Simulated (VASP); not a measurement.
Input of a VASP 6.6.1 run:

File INCAR:

```
PREC = Accurate
ENCUT = 520
EDIFF = 1E-8
ISMEAR = -1
SIGMA = 0.08
LREAL = F
LASPH = T
NELM = 150
ALGO = Normal
ISIF = 2
LWAVE = F
LCHARG = F
ISPIN = 2
MAGMOM = 4 0
LORBIT = 11
LMAXMIX = 4
GGA = PE
LEFG = T
NBANDS = 24
```

The input KPOINTS:

```
regular mesh
0
Gamma
  11 11 11
```

The input POSCAR:

```
MnHg
1.0
    3.3369542822      0.0000000000      0.0000000000
    0.0000000000      3.3369542822      0.0000000000
    0.0000000000      0.0000000000      3.3369542822
Mn Hg
1 1
Direct
    0.5000000000      0.5000000000      0.5000000000
    0.0000000000      0.0000000000      0.0000000000
```

Potentials or basis: VASP PAW PBE potentials, release 64 (Mn_pv, Hg).

Launch:

```sh
$ cat potpaw_PBE.64/Mn_pv/POTCAR potpaw_PBE.64/Hg/POTCAR > POTCAR
$ mpirun -np 1 vasp_std > vasp.out
```

Task: Predict the net moment.

Result: 3.97 μB per cell.

Task: Predict the pressure.

Result: -0.5 GPa.
